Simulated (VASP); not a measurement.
# NaCl in VASP: single point with PBE+D3(BJ)

Aim: the single point of NaCl with PBE+D3(BJ).

Program: VASP 6.6.1. These are calculated values, not measurements. Logs are shortened: lines on timing, memory, paths and dates and some standing lists are left out, and cuts for length are marked.

## (1) The cell of the first run

The cell holds a slab with vacuum, 16 atoms: a = 7.885 Å, b = 7.885 Å, c = 20.829 Å, α = 90.00°, β = 90.00°, γ = 120.00°.

## (2) Single point, PBE+D3(BJ)

Contents of INCAR:

```
SYSTEM = NaCl
ALGO = Normal ; DIPOL = 0.5 0.5 0.509
EDIFF = 1E-6 ; ENCUT = 520
GGA = PE ; IDIPOL = 3
ISIF = 2 ; ISMEAR = 0
IVDW = 12 ; LASPH = .TRUE.
LCHARG = .TRUE. ; LDIPOL = .TRUE.
LELF = .TRUE. ; LREAL = Auto
LVACPOTAV = .TRUE. ; LVHAR = .TRUE.
LWAVE = .FALSE. ; NBANDS = 70
NELM = 60 ; PREC = Accurate
SIGMA = 0.05
```

Contents of KPOINTS:

```
k-points
0
G
  2 2 1
  0 0 0
```

Contents of POSCAR:

```
NaCl
1.0
    7.8849376907      0.0000000000      0.0000000000
   -3.9424688454      6.8285563474      0.0000000000
    0.0000000000      0.0000000000     20.8285184990
Cl Na
8 8
Direct
    0.1666666667      0.3333333333      0.3840887675
    0.1666666667      0.8333333333      0.3840887675
    0.6666666667      0.3333333333      0.3840887675
    0.6666666667      0.8333333333      0.3840887675
    0.5000000000      0.5000000000      0.5671744056
    0.5000000000      0.0000000000      0.5671744056
    0.0000000000      0.5000000000      0.5671744056
    0.0000000000      0.0000000000      0.5671744056
    0.3333333333      0.1666666667      0.4613629225
    0.3333333333      0.6666666667      0.4613629225
    0.8333333333      0.1666666667      0.4613629225
    0.8333333333      0.6666666667      0.4613629225
    0.6666666667      0.3333333333      0.6228771907
    0.6666666667      0.8333333333      0.6228771907
    0.1666666667      0.3333333333      0.6228771907
    0.1666666667      0.8333333333      0.6228771907
```

Potentials or basis: VASP PAW PBE potentials, release 64 (Cl, Na_pv).

The run is started by

```bash
$ cat potpaw_PBE.64/Cl/POTCAR potpaw_PBE.64/Na_pv/POTCAR > POTCAR
$ mpirun -np 1 vasp_std > vasp.out
```

OUTCAR:

```text
SYSTEM = NaCl
   EDIFF = 1E-6
   ENCUT = 520
   GGA = PE
   ISIF = 2
   ISMEAR = 0
   IVDW = 12
   LASPH = .TRUE.
   LREAL = Auto
   NELM = 60
   PREC = Accurate
 IVDW          = 12

 ion  position               nearest neighbor table
   1  0.167  0.333  0.384-
   2  0.167  0.833  0.384-
   3  0.667  0.333  0.384-
   4  0.667  0.833  0.384-
   5  0.500  0.500  0.567-  15 2.55  14 2.55  13 2.55
   6  0.500  0.000  0.567-  16 2.55  13 2.55  14 2.55
   7  0.000  0.500  0.567-  13 2.55  16 2.55  15 2.55
   8  0.000  0.000  0.567-  14 2.55  15 2.55  16 2.55
   9  0.333  0.167  0.461-
  10  0.333  0.667  0.461-
  11  0.833  0.167  0.461-
  12  0.833  0.667  0.461-
  13  0.667  0.333  0.623-   7 2.55   6 2.55   5 2.55
  14  0.667  0.833  0.623-   8 2.55   5 2.55   6 2.55
  15  0.167  0.333  0.623-   5 2.55   8 2.55   7 2.55
  16  0.167  0.833  0.623-   6 2.55   7 2.55   8 2.55

  LATTYP: Found a hexagonal cell.
 ALAT       =     7.8849376907
 C/A-ratio  =     2.6415577797

  Lattice vectors:

 A1 = (   7.8849376907,   0.0000000000,   0.0000000000)
 A2 = (  -3.9424688454,   6.8285563474,   0.0000000000)
 A3 = (   0.0000000000,   0.0000000000,  20.8285184990)

Analysis of symmetry for initial positions (statically):
=====================================================================
 Subroutine PRICEL returns following result:

  LATTYP: Found a hexagonal cell.
 ALAT       =     3.9424688454
 C/A-ratio  =     5.2831155593

  Lattice vectors:

 A1 = (   3.9424688453,   0.0000000000,   0.0000000000)
 A2 = (  -1.9712344227,   3.4142781737,   0.0000000000)
 A3 = (   0.0000000000,   0.0000000000,  20.8285184990)

   4 primitive cells build up your supercell.

 Routine SETGRP: Setting up the symmetry group for a
 hexagonal supercell.

 Subroutine GETGRP returns: Found  6 space group operations
 (whereof  6 operations were pure point group operations)
 out of a pool of 24 trial point group operations.

The static configuration has the point symmetry C_3v.

Analysis of symmetry for dynamics (positions and initial velocities):
=====================================================================
 Subroutine PRICEL returns following result:

  LATTYP: Found a hexagonal cell.
 ALAT       =     3.9424688454
 C/A-ratio  =     5.2831155593

  Lattice vectors:

 A1 = (   3.9424688453,   0.0000000000,   0.0000000000)
 A2 = (  -1.9712344227,   3.4142781737,   0.0000000000)
 A3 = (   0.0000000000,   0.0000000000,  20.8285184990)

   4 primitive cells build up your supercell.

 Routine SETGRP: Setting up the symmetry group for a
 hexagonal supercell.

 Subroutine GETGRP returns: Found  6 space group operations
 (whereof  6 operations were pure point group operations)
 out of a pool of 24 trial point group operations.

The dynamic configuration has the point symmetry C_3v.

 Subroutine INISYM returns: Found  6 space group operations
 (whereof  6 operations are pure point group operations),
 and found     4 'primitive' translations

----------------------------------------------------------------------------------------

                                     Primitive cell

  volume of cell :     280.3661

  direct lattice vectors                    reciprocal lattice vectors
     3.942468845  0.000000000  0.000000000     0.253648168  0.146443838  0.000000000
    -1.971234423  3.414278174  0.000000000     0.000000000  0.292887676  0.000000000
     0.000000000  0.000000000 20.828518499     0.000000000  0.000000000  0.048011096

  length of vectors
     3.942468845  3.942468845 20.828518499     0.292887676  0.292887676  0.048011096

  position of ions in fractional coordinates (direct lattice)
     0.333333333  0.666666667  0.384088768
     0.000000000  0.000000000  0.567174406
     0.666666667  0.333333333  0.461362923
     0.333333333  0.666666667  0.622877191

  ion indices of the primitive-cell ions
   primitive index   ion index
                 1           1
                 2           7
                 3           9
                 4          15

----------------------------------------------------------------------------------------

 KPOINTS: k-points

Automatic generation of k-mesh.
 Grid dimensions read from file:
 generate k-points for:    2    2    1

 Generating k-lattice:

  Cartesian coordinates                     Fractional coordinates (reciprocal lattice)
     0.063412042  0.036610960  0.000000000     0.500000000  0.000000000  0.000000000
     0.000000000  0.073221919  0.000000000     0.000000000  0.500000000  0.000000000
     0.000000000  0.000000000  0.048011096     0.000000000  0.000000000  1.000000000

  Length of vectors
     0.073221919  0.073221919  0.048011096

  Shift w.r.t. Gamma in fractional coordinates (k-lattice)
     0.000000000  0.000000000  0.000000000

 Subroutine IBZKPT returns following result:
 ===========================================

 Found      2 irreducible k-points:

 Following reciprocal coordinates:
            Coordinates               Weight
  0.000000  0.000000  0.000000      1.000000
  0.500000  0.000000  0.000000      3.000000
   k-points           NKPTS =      2   k-points in BZ     NKDIM =      2   number of bands    NBANDS=     70
   number of dos      NEDOS =    301   number of ions     NIONS =     16
   total plane-waves  NPLWV = 576000
   dimension x,y,z NGX =    60 NGY =   60 NGZ =  160
   dimension x,y,z NGXF=   120 NGYF=  120 NGZF=  320
   ions per type =               8   8
   NGX,Y,Z   is equivalent  to a cutoff of  12.65, 12.65, 12.77 a.u.
   NGXF,Y,Z  is equivalent  to a cutoff of  25.30, 25.30, 25.54 a.u.
 SYSTEM =  NaCl
   PREC   = accura    normal or accurate (medium, high low for compatibility)
   ISTART =      0    job   : 0-new  1-cont  2-samecut
   ICHARG =      2    charge: 1-file 2-atom 10-const
   ISPIN  =      1    spin polarized calculation?
   LNONCOLLINEAR =      F non collinear calculations
   LSORBIT =      F    spin-orbit coupling
   LASPH  =      T    aspherical Exc in radial PAW
   ENCUT  =  520.0 eV  38.22 Ry    6.18 a.u.  14.66 14.66 38.73*2*pi/ulx,y,z
   NELM   =     60;   NELMIN=  2; NELMDL= -5     # of ELM steps
   EDIFF  = 0.1E-05   stopping-criterion for ELM
   LREAL  =      T    real-space projection
   EDIFFG = 0.1E-04   stopping-criterion for IOM
   NSW    =      0    number of steps for IOM
   IBRION =     -1    ionic relax: 0-MD 1-quasi-New 2-CG
   NFREE  =      0    steps in history (QN), initial steepest desc. (CG)
   ISIF   =      2    stress and relaxation
   ISYM   =      2    0-nonsym 1-usesym 2-fastsym
   POTIM  = 0.5000    time-step for ionic-motion
   TEBEG  =    0.0;   TEEND  =   0.0 temperature during run
   PSTRESS=    0.0 pullay stress
   NELECT =     112.0000    total number of electrons
   NUPDOWN=      -1.0000    fix difference up-down
   EMIN   =  10.00;   EMAX   =-10.00  energy-range for DOS
   EFERMI =   0.00;   METHOD = LEGACY
   ISMEAR =     0;   SIGMA  =   0.05  broadening in eV -4-tet -1-fermi 0-gaus
   EFERMI_NEDOS =   21; number of points for ismear=-14 and -15
   IALGO  =     38    algorithm
   IMIX   =      4    mixing-type and parameters
     AMIX     =   0.40;   BMIX     =  1.00
     AMIX_MAG =   1.60;   BMIX_MAG =  1.00
  volume/ion in A,a.u.               =      70.09       473.00
  Fermi-wavevector in a.u.,A,eV,Ry     =   0.759543  1.435328  7.849275  0.576905
  Thomas-Fermi vector in A             =   1.858361
   LORBIT       =      0    0 simple, 1 ext, 2 COOP (PROOUT), +10 PAW based schemes
   GGA     = PE    functional components
   LHFCALC =     F    Hartree Fock is set to
   AEXX    =    0.0000 exact exchange contribution
   IVDW    =    12    specifies the selected vdW correction
   LEPSILON=     F    determine dielectric tensor
   LRPA    =     F    only Hartree local field effects (RPA)
 non-spin polarized calculation
 Gauss-broadening in eV      SIGMA  =   0.05
  energy-cutoff  :      520.00
  volume of cell :     1121.46
 maximum number of plane-waves:     30299
 NGX is ok and might be reduce to    60
   NGX = 29   NGY = 29   NGZ = 77

 number of electron     112.0000069 magnetization

 dipolmoment           0.000000      0.000000     -1.853437 electrons x Angstroem

 Free energy of the ion-electron system (eV)
  ---------------------------------------------------
  ext. energy  EPLUGINS =         0.00000000
  ---------------------------------------------------
  free energy    TOTEN  =       -45.25245442 eV

  energy without entropy =      -45.22465441  energy(sigma->0) =      -45.23855441

 E-fermi :  -2.8992     XC(G=0):  -3.4625

 val. band max:       -3.0244102310   @ k =   0.5000   0.0000   0.0000
 cond. band min:      -2.8745053403   @ k =   0.0000   0.0000   0.0000
 fundamental gap:      0.1499048906
 Fermi energy:        -2.8992495732

 k-point     1 :       0.0000    0.0000    0.0000
  band No.  band energies     occupation
      1     -28.3970      2.00000
      2     -28.3912      2.00000
      3     -28.3912      2.00000
      4     -28.3912      2.00000
      5     -28.3828      2.00000
      6     -28.3828      2.00000
[... 60 lines left out ...]
     67       1.3084      0.00000
     68       1.3084      0.00000

 k-point     2 :       0.5000    0.0000    0.0000
  band No.  band energies     occupation
      1     -28.3945      2.00000
      2     -28.3945      2.00000
      3     -28.3912      2.00000
      4     -28.3912      2.00000
      5     -28.3784      2.00000
      6     -28.3784      2.00000
[... 60 lines left out ...]
     67       1.3628      0.00000
     68       1.3628      0.00000
 [bands above 68 left out]

------------------------ aborting loop because EDIFF is reached ----------------------------------------

 Edisp (eV)   -2.21063

 E8    (eV) :    -0.9685

  FORCE on cell =-STRESS in cart. coord.  units (eV):
  Direction    XX          YY          ZZ          XY          YZ          ZX
  --------------------------------------------------------------------------------------
  -------------------------------------------------------------------------------------
  Total       2.94193     2.94193    -6.92378    -0.00000    -0.00000     0.00000
  in kB       4.20298     4.20298    -9.89163    -0.00000    -0.00000     0.00000
  external pressure =       -0.50 kB  Pullay stress =        0.00 kB

 VOLUME and BASIS-vectors are now :
 -----------------------------------------------------------------------------
  energy-cutoff  :      520.00
  volume of cell :     1121.46
      direct lattice vectors                 reciprocal lattice vectors
     7.884937691  0.000000000  0.000000000     0.126824084  0.073221919  0.000000000
    -3.942468845  6.828556347  0.000000000     0.000000000  0.146443838  0.000000000
     0.000000000  0.000000000 20.828518499     0.000000000  0.000000000  0.048011096

 POSITION                                       TOTAL-FORCE (eV/Angst)
 -----------------------------------------------------------------------------------
      0.00000      2.27619      8.00000        -0.000000     -0.000000      1.117238
     -1.97123      5.69046      8.00000         0.000000      0.000000      1.117238
      3.94247      2.27619      8.00000        -0.000000     -0.000000      1.117238
      1.97123      5.69046      8.00000         0.000000      0.000000      1.117238
      1.97123      3.41428     11.81340         0.000000      0.000000     -0.019125
      3.94247      0.00000     11.81340         0.000000     -0.000000     -0.019125
[... 8 lines left out ...]
      0.00000      2.27619     12.97361        -0.000000     -0.000000      0.020448
     -1.97123      5.69046     12.97361        -0.000000     -0.000000      0.020448
 -----------------------------------------------------------------------------------
    total drift:                               -0.000003      0.000001     -0.015154

  FREE ENERGIE OF THE ION-ELECTRON SYSTEM (eV)
  ---------------------------------------------------
  free  energy   TOTEN  =       -47.4630816029 eV

  energy  without entropy=      -47.4352815878  energy(sigma->0) =      -47.44918160

 vacuum level on the upper side and lower side of the slab        -0.727         5.504
```

Wall time 6.4 min (1 thread of Intel Xeon Platinum 8375C at 2.90GHz (Ice Lake), shared host); peak memory 1.1 GiB.

What came out:

```yaml
Free_energy: -47.4631 eV
Largest_force: 1.119 eV/Å
Band_gap_on_the_k_mesh: zero (filled and empty bands touch)
Dispersion_energy_per_atom: -0.138 eV
```

Forces in eV/Å, atoms in the order of the input:
```
Cl   0.000  0.000  1.117
Cl   0.000  0.000  1.117
Cl   0.000  0.000  1.117
Cl   0.000  0.000  1.117
Cl   0.000  0.000 -0.019
Cl   0.000  0.000 -0.019
Cl   0.000  0.000 -0.019
Cl   0.000  0.000 -0.019
Na   0.000  0.000 -1.119
Na   0.000  0.000 -1.119
Na   0.000  0.000 -1.119
Na   0.000  0.000 -1.119
Na   0.000  0.000  0.020
Na   0.000  0.000  0.020
Na   0.000  0.000  0.020
Na   0.000  0.000  0.020
```

Levels at points of the mesh, in eV from the Fermi level:
| k point | band 53 | band 54 | band 55 | band 56 | band 57 | band 58 |
| --- | --- | --- | --- | --- | --- | --- |
| (0.00, 0.00, 0.00) | -0.27 | -0.27 | -0.27 | 0.02 | 0.02 | 1.70 |
| (0.50, 0.00, 0.00) | -0.59 | -0.59 | -0.13 | -0.13 | 0.05 | 0.05 |

Caveat: the k points lie up to 0.46 Å⁻¹ apart.
